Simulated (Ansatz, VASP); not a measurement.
## BP in VASP and in Ansatz

The input INCAR:

```
SYSTEM = BP
PREC     = Accurate       ! precision mode
ENCUT    = 520            ! plane-wave cutoff, eV
EDIFF    = 1E-7           ! SCF threshold, eV
ISMEAR   = -1             ! smearing method
SIGMA    = 0.1            ! smearing width, eV
LREAL    = .False.        ! projectors in reciprocal space
LASPH    = .True.         ! aspherical terms in the spheres
NELM     = 80             ! most SCF steps
ALGO     = Normal         ! electronic algorithm
ISIF     = 2              ! what is computed and relaxed
LWAVE    = .False.        ! write WAVECAR
LCHARG   = .False.        ! write CHGCAR
GGA      = PS             ! functional
NBANDS   = 11             ! bands
```

KPOINTS

```
regular mesh
0
Gamma
  15 15 15
  0 0 0
```

The input POSCAR:

```
BP
1.0
    0.0000000000      1.9224815041      1.9224815041
    1.9224815041      0.0000000000      1.9224815041
    1.9224815041      1.9224815041      0.0000000000
B P
1 1
Direct
    0.0000000000      0.0000000000      0.0000000000
    0.5000000000      0.5000000000      0.5000000000
```

Input for Ansatz:

```yaml
crystal:
  lattice:
    - [0.0, 1.9224815041, 1.9224815041]
    - [1.9224815041, 0.0, 1.9224815041]
    - [1.9224815041, 1.9224815041, 0.0]
  atoms:
    - { symbol: B, position: [0.0, 0.0, 0.0] }
    - { symbol: P, position: [0.5, 0.5, 0.5] }
kpoints:
  mp_grid: { grid: [15, 15, 15] }
scf:
  occupations: { method: fermi_dirac, width: 0.1 }
hamiltonian:
  xc: pbesol
  pseudopotentials: { kind: paw }
output:
  forces: true
  stress: true
  eigenvalues: true
  populations: true
```

Change from the starting cell: volume scaled by 0.72, PAW files.

Alike in both runs: task single point; functional PBEsol; k mesh 15 × 15 × 15; occupations fermi-dirac, width 0.1 eV; no spin polarisation.

|  | VASP | Ansatz |
| --- | --- | --- |
| version | VASP 6.6.1 | Ansatz 0.2.0 |
| potentials or method | VASP PAW PBE potentials, release 64 (B, P) | PAW with Ansatz's default frozen-core files, scalar-relativistic |
| plane-wave cutoff (eV) | 520 | 420 |
| valence electrons in the cell | 8 | 8 |

Ansatz gave:

| Quantity | Value |
| --- | --- |
| pressure (GPa) | 101.9 |

Estimate VASP's values.

pressure (GPa): 102.3.

VASP's potentials were made for PBE, not for PBEsol. Both programs put the cell under a high pressure, so it lies far from rest at this level.

Noted on VASP's run: the cell as given lies far from equilibrium.
